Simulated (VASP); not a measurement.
Crystal: In2S.

```xyz
3
Lattice="4.2758 0.0000 0.0000 -2.1379 3.7030 0.0000 0.0000 0.0000 5.7752" Properties=species:S:1:pos:R:3 pbc="T T T"
In    0.0000    2.4687    2.3101
In    2.1379    1.2343    3.4651
S     0.0000    0.0000    0.0000
```

The cell was built from a structure type or drawn by symmetry, and may not be a known phase.

| Property | Result |
| --- | --- |
| Program | VASP 6.6.1 |
| Task | relaxation of cell and atoms |
| Functional | PBE |
| Potentials or basis | VASP PAW PBE potentials, release 64 (In_d, S) |
| Cutoff | 600 eV |
| k mesh | 6 × 6 × 4 |
| Occupations | gaussian, width 0.1 eV |
| Spin | no spin polarisation |

At the start: pressure -0.9 GPa; volume 30.48 Å³/atom.

Problem. Where does the relaxation end?

Solution. Over 16 steps the energy falls by 702.1 meV/atom and the volume is 26.93 Å³/atom (-11.6 %); space group P-3m1 (No. 164, to 0.1 Å) before and after.

Step by step:
```
step  energy change (eV)  largest force (eV/Å)  pressure (GPa)  volume (Å³)
   1              0.0000                2.6687           -0.94        91.44
   2             -1.0355                1.9729           -2.21        88.66
   3             -1.7328                0.6987           -1.32        82.06
   4             -1.7390                0.5871           -1.16        81.23
   5             -1.7388                0.5574           -1.09        80.94
   6             -1.8393                0.4371            0.32        77.79
   7             -1.8925                0.1543            2.57        74.05
   8             -1.9614                0.0188            2.03        75.66
   9             -2.0317                0.4565            1.37        79.73
  10             -2.0667                0.2134           -0.18        82.97
  11             -2.0691                0.1396           -0.58        84.03
  12             -2.0823                0.0844           -0.40        83.28
  13             -2.0984                0.0535           -0.25        81.95
  14             -2.1021                0.0826            0.26        79.19
  15             -2.1034                0.0776            0.22        79.62
  16             -2.1062                0.0044           -0.02        80.80
```

Final structure:
```xyz
3
Lattice="4.1968 0.0000 0.0000 -2.0984 3.6345 0.0000 0.0000 0.0000 5.2973" Properties=species:S:1:pos:R:3 pbc="T T T"
In    0.0000    2.4230    1.5668
In    2.0984    1.2115    3.7305
S     0.0000    0.0000    0.0000
```
